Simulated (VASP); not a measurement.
Si3Ge:

```
Si Ge
1.0
     3.88810    0.00000    0.00000
     0.00000    3.88810    0.00000
     0.00000    0.00000    5.48368
Si Ge
3 1
Direct
  0.50000 0.00000 0.75488
  0.50000 0.50000 0.00000
  0.00000 0.50000 0.24512
  0.00000 0.00000 0.50000
```

Base run:

| Property | Result |
| --- | --- |
| Program | VASP 6.6.1 |
| Functional | HSE06 |
| Potentials or basis | VASP PAW PBE potentials, release 64 (Si, Ge_d) |
| Cutoff | 520 eV |
| k mesh | 4 × 4 × 4 |
| Occupations | gaussian, width 0.01 eV |
| Spin | no spin polarisation |

Its results: band gap on the k mesh 0.96 eV, indirect (least direct gap 1.23 eV); pressure -0.1 GPa; largest force 0.047 eV/Å.

Task: The run is repeated on the same cell with these changes: functional from HSE06 to PBE; further incar settings from ALGO = Normal; EDIFF = 1e-07; NBANDS = 21 to ALGO = Normal; EDIFF = 1e-06; NBANDS = 21. What comes out?

Result: Band gap on the k mesh 0.38 eV, indirect (least direct gap 0.63 eV); pressure 1.8 GPa; largest force 0.097 eV/Å.

Caveats: the PAW data sets were made with another functional, which shifts forces and pressure a little (some runs).

A k mesh can miss the band edges.
